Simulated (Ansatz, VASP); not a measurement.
## HgTe in VASP and in Ansatz

```
CELL_PARAMETERS angstrom
-2.98469 2.98469 1.55941
2.98469 -2.98469 1.55941
2.98469 2.98469 -1.55941
ATOMIC_POSITIONS crystal
Hg 0.75000 0.25000 0.50000
Te 0.00000 0.00000 0.00000
```

Change from the starting cell: strain_xy = -0.02.

Alike in both runs: functional PBEsol; k mesh 10 × 10 × 10; occupations fermi-dirac, width 0.05 eV; no spin polarisation.

|  | VASP | Ansatz |
| --- | --- | --- |
| version | VASP 6.6.1 | Ansatz 0.2.0 |
| potentials or method | VASP PAW PBE potentials, release 64 (Hg, Te), cutoff 520 eV | all-electron LAPW, scalar-relativistic |
| task | single point | band structure |

|  | VASP | Ansatz | Ansatz less VASP |
| --- | --- | --- | --- |
| gap on the k mesh at the Fermi level (eV) | none | none | - |
| pressure (GPa) | -1.8 | -1.9 | -0.12 |
| traceless stress, the component that is largest in VASP (GPa) | 2.96 | 2.95 | -0.013 |

VASP's potentials were made for PBE, not for PBEsol. A gap of «none» marks a metal or a gap that the smearing closes. Ansatz ran all-electron here, and VASP with PAW potentials.

Spin-orbit coupling is off throughout.
